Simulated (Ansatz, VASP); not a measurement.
## One calculation of B, two programs

```
B
1.0
     0.00000    1.42858    1.42858
     1.42858    0.00000    1.42858
     1.42858    1.42858    0.00000
B
1
Direct
  0.00000 0.00000 0.00000
```

Alike in both runs: task relaxation of cell and atoms; functional PBEsol; k mesh 24 × 24 × 24; occupations gaussian, width 0.1 eV; no spin polarisation.

|  | VASP | Ansatz |
| --- | --- | --- |
| version | VASP 6.6.1 | Ansatz 0.2.0 |
| potentials or method | VASP PAW PBE potentials, release 64 (B), cutoff 600 eV | scalar-relativistic, plane waves, PAW |
| valence electrons in the cell | 3 | 3 |

```tsv
	VASP	Ansatz	Ansatz less VASP
gap on the k mesh at the Fermi level, each at its own relaxed structure (eV)	none	none	-
relaxed volume (Å³/atom)	5.83	5.82	-0.009
relaxed cell length with the largest relative difference (Å)	2.020	2.019	-0.0010
```

VASP's potentials were made for PBE, not for PBEsol. A gap of «none» marks a metal or a gap that the smearing closes.

Noted on VASP's run: the relaxation stopped at its first step, so nothing moved.
